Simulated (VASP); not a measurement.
Set up this calculation in VASP 6.6.1, as the native input.

```
Task                   : single point
Functional             : r2SCAN
Potentials or basis    : VASP PAW PBE potentials, release 64 (Ag)
Cutoff                 : 520 eV
k mesh                 : 4 × 4 × 4
Occupations            : gaussian, width 0.1 eV
Spin                   : no spin polarisation
Dipole correction      : no
Further INCAR settings : ALGO = Normal; EDIFF = 1e-06; NBANDS = 54
```

The system is Ag.

```
Ag
1.0
     5.20223    0.00000    0.00000
     0.00000    5.20223    0.00000
     0.00000    0.00000    5.20223
Ag
8
Direct
  0.50000 0.50000 0.50000
  0.00000 0.00000 0.00000
  0.25000 0.00000 0.50000
  0.50000 0.25000 0.00000
  0.50000 0.75000 0.00000
  0.75000 0.00000 0.50000
  0.00000 0.50000 0.75000
  0.00000 0.50000 0.25000
```

One way to write it, as run:

POSCAR

```
Ag
1.0
    5.2022289223      0.0000000000      0.0000000000
    0.0000000000      5.2022289223      0.0000000000
    0.0000000000      0.0000000000      5.2022289223
Ag
8
Direct
    0.5000000000      0.5000000000      0.5000000000
    0.0000000000      0.0000000000      0.0000000000
    0.2500000000      0.0000000000      0.5000000000
    0.5000000000      0.2500000000      0.0000000000
    0.5000000000      0.7500000000      0.0000000000
    0.7500000000      0.0000000000      0.5000000000
    0.0000000000      0.5000000000      0.7500000000
    0.0000000000      0.5000000000      0.2500000000
```

INCAR.step1

```
PREC = Accurate
ENCUT = 520
ISMEAR = 0
SIGMA = 0.1
LREAL = F
LASPH = T
NELM = 100
NBANDS = 54
GGA = PE
ALGO = Normal
EDIFF = 1E-4
LWAVE = T
LCHARG = F
```

INCAR.step2

```
PREC = Accurate
ENCUT = 520
EDIFF = 1E-6
ISMEAR = 0
SIGMA = 0.1
LREAL = F
LASPH = T
NELM = 100
ALGO = Normal
ISIF = 2
LWAVE = F
LCHARG = F
METAGGA = R2SCAN
LMIXTAU = T
NBANDS = 54
ISTART = 1
```

KPOINTS

```
regular mesh
0
Gamma
  4 4 4
```

Potentials or basis: VASP PAW PBE potentials, release 64 (Ag).

Command:

```console
$ cat potpaw_PBE.64/Ag/POTCAR > POTCAR
$ cp INCAR.step1 INCAR
$ mpirun -np 1 vasp_std > vasp.out
$ cp INCAR.step2 INCAR
$ mpirun -np 1 vasp_std > vasp.out
```

It gave:

| Item | Value |
| --- | --- |
| Pressure | 1.4 GPa |
| Band gap on the k mesh | zero (band 44 reaches 9.12 eV, above the bottom of band 45 at 6.65 eV) |

Caveat: the PAW data sets were made with another functional, which shifts forces and pressure a little.

Run time: 2.1 min on 1 thread of AMD EPYC 9R45 96-Core Processor (Zen 5) (shared host), peak memory 0.24 GiB.
